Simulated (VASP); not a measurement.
Input of a VASP 6.6.1 run:

The input INCAR:

```
SYSTEM = MgS
PREC = Accurate
ENCUT = 520
EDIFF = 1E-6
ISMEAR = -1
SIGMA = 0.112
LREAL = .False.
LASPH = .True.
NELM = 120
ALGO = Normal
ISIF = 2
LWAVE = .False.
LCHARG = .False.
GGA = PS
NBANDS = 46
GGA_COMPAT = .False.
```

KPOINTS

```
regular mesh
0
Gamma
  2 2 2
  0 0 0
```

File POSCAR:

```
MgS
1.0
    0.0000000000      5.2030354798      5.2030354798
    5.2030354798      0.0000000000      5.2030354798
    5.2030354798      5.2030354798      0.0000000000
Mg S
8 8
Direct
   -0.0118189661     -0.0015985861      0.0056095139
   -0.0244526489     -0.0147156406      0.5072896409
    0.0362019442      0.4789998088     -0.0352319335
   -0.0079449775      0.4764176623      0.5050578667
    0.4842856655     -0.0104090199      0.0249705197
    0.5017542183     -0.0204232703      0.5090192082
    0.4776799062      0.5182352706      0.0132364079
    0.5541041400      0.4605049320      0.5032242256
    0.2574539430      0.2220534541      0.2892551869
    0.2609260508      0.2290706078      0.7528840645
    0.2532240084      0.7292438260      0.2643404039
    0.2423450705      0.7656822667      0.7084881536
    0.7576749217      0.2849850834      0.2393865091
    0.7141382207      0.2797316116      0.7744168795
    0.7682039678      0.7833578141      0.2329910116
    0.7446768363      0.7682190551      0.7492535877
```

Potentials or basis: VASP PAW PBE potentials, release 64 (Mg, S).

Run with:

```sh
$ cat potpaw_PBE.64/Mg/POTCAR potpaw_PBE.64/S/POTCAR > POTCAR
$ mpirun -np 1 vasp_std > vasp.out
```

(1) Predict the largest force.

(2) What does it give for the band gap on the k mesh?

Results:

(1) 2.117 eV/Å.

(2) 2.66 eV.

Caveat: the k points lie up to 0.52 Å⁻¹ apart; the atoms stand as in a frame of molecular dynamics; the PAW data sets were made with another functional, which shifts forces and pressure a little.
